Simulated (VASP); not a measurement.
Input of a VASP 6.6.1 run:

Contents of INCAR:

```
ALGO = Normal
EDIFF = 1E-6
ENCUT = 520
GGA = PS
ISIF = 2
ISMEAR = -1
ISPIN = 2
LASPH = True
LCHARG = False
LDAU = True
LDAUJ = 0 0
LDAUL = 2 -1
LDAUPRINT = 1
LDAUTYPE = 2
LDAUU = 6 0
LMAXMIX = 4
LORBIT = 11
LREAL = False
LWAVE = False
MAGMOM = 4 4 0 0 0 0
NBANDS = 38
NELM = 150
PREC = Accurate
SIGMA = 0.02
```

The input KPOINTS:

```
k-points
0
Gamma
  9 7 5
```

Contents of POSCAR:

```
MnO2
1.0
    2.8649078101      0.0000000000      0.0000000000
    0.0000000000      3.7928467382      0.0000000000
    0.0000000000      0.0000000000      6.0809529225
Mn O
2 4
Direct
    0.5000000000      0.5000000000      0.3433015000
    0.0000000000      0.0000000000      0.6566985000
    0.5000000000      0.0000000000      0.8375675000
    0.0000000000      0.5000000000      0.1624325000
    0.5000000000      0.0000000000      0.4217995000
    0.0000000000      0.5000000000      0.5782005000
```

Potentials or basis: VASP PAW PBE potentials, release 64 (Mn_pv, O).

The run is started by

```sh
$ cat potpaw_PBE.64/Mn_pv/POTCAR potpaw_PBE.64/O/POTCAR > POTCAR
$ mpirun -np 1 vasp_std > vasp.out
```

(1) What does it give for the band gap on the k mesh?

(2) Predict the net moment.

Results:

(1) zero (filled and empty bands overlap).

(2) 6.00 μB per cell.
